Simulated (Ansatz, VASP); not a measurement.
**Two plane-wave programs on GaP**

```
CELL_PARAMETERS angstrom
0.00000 2.72525 2.72525
2.72525 0.00000 2.72525
2.72525 2.72525 0.00000
ATOMIC_POSITIONS crystal
Ga 0.00000 0.00000 0.00000
P 0.75000 0.75000 0.75000
```

Alike in both runs: task single point; functional r2SCAN; k mesh 5 × 5 × 5; occupations fermi-dirac, width 0.05 eV; no spin polarisation.

|  | VASP | Ansatz |
| --- | --- | --- |
| version | VASP 6.6.1 | Ansatz 0.2.0 |
| potentials or method | VASP PAW PBE potentials, release 64 (Ga_d, P) | Ansatz PAW |
| plane-wave cutoff (eV) | 520 | 500 |
| valence electrons in the cell | 18 | 18 |

|  | VASP | Ansatz | Ansatz less VASP |
| --- | --- | --- | --- |
| gap on the k mesh at the Fermi level (eV) | 1.85 | 1.85 | -0.008 |
| least direct gap on the mesh (eV) | 2.34 | 2.36 | +0.021 |
| pressure (GPa) | 0.1 | 0.2 | +0.02 |

VASP's potentials were made for PBE, not for r2SCAN. With one functional, cell and mesh, what is left measures potentials, basis and numerics.

Noted on Ansatz's run: odd divisions of the mesh miss points on the zone boundary, where band edges often lie, so the gap on the mesh can be too wide.
